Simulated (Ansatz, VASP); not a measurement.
## One calculation of Hf, two programs

The input INCAR:

```
PREC = Accurate
ENCUT = 520
EDIFF = 1E-7
ISMEAR = -1
SIGMA = 0.05
LREAL = F
LASPH = T
NELM = 60
ALGO = Normal
ISIF = 2
LWAVE = F
LCHARG = F
GGA = PE
NBANDS = 28
```

KPOINTS

```
regular mesh
0
Gamma
  13 8 8
```

POSCAR

```
Hf
1.0
   -1.6015984961      2.7740499685      0.0000000000
    0.0000000000      0.0000000000      5.0702495496
    4.8047954882      2.7740499686      0.0000000000
Hf
4
Direct
    0.5000000000      0.2500000000      0.1666666670
    0.0000000000      0.2500000000      0.6666666670
    0.0000000000      0.7500000000      0.3333333330
    0.5000000000      0.7500000000      0.8333333330
```

Input for Ansatz:

```yaml
crystal:
  lattice:
    - [-1.6015984961, 2.7740499685, 0.0]
    - [0.0, 0.0, 5.0702495496]
    - [4.8047954882, 2.7740499686, 0.0]
  atoms:
    - { symbol: Hf, position: [0.5, 0.25, 0.166666667] }
    - { symbol: Hf, position: [0.0, 0.25, 0.666666667] }
    - { symbol: Hf, position: [0.0, 0.75, 0.333333333] }
    - { symbol: Hf, position: [0.5, 0.75, 0.833333333] }
kpoints:
  mp_grid: { grid: [13, 8, 8] }
scf:
  occupations: { method: fermi_dirac, width: 0.05 }
hamiltonian:
  xc: pbe
  pseudopotentials: { kind: all_electron, lapw: { basis_error: 0.001 } }
output:
  forces: true
  stress: true
  eigenvalues: true
```

Alike in both runs: task single point; functional PBE; k mesh 13 × 8 × 8; occupations fermi-dirac, width 0.05 eV; no spin polarisation.

|  | VASP | Ansatz |
| --- | --- | --- |
| version | VASP 6.6.1 | Ansatz 0.2.0 |
| potentials or method | VASP PAW PBE potentials, release 64 (Hf_pv), cutoff 520 eV | all-electron LAPW, scalar-relativistic |

|  | VASP | Ansatz | Ansatz less VASP |
| --- | --- | --- | --- |
| pressure (GPa) | -0.4 | 0.1 | +0.45 |
| traceless stress, the component that is largest in VASP (GPa) | -0.16 | -0.09 | +0.070 |

Ansatz ran all-electron here, and VASP with PAW potentials.

Spin-orbit coupling is off throughout.
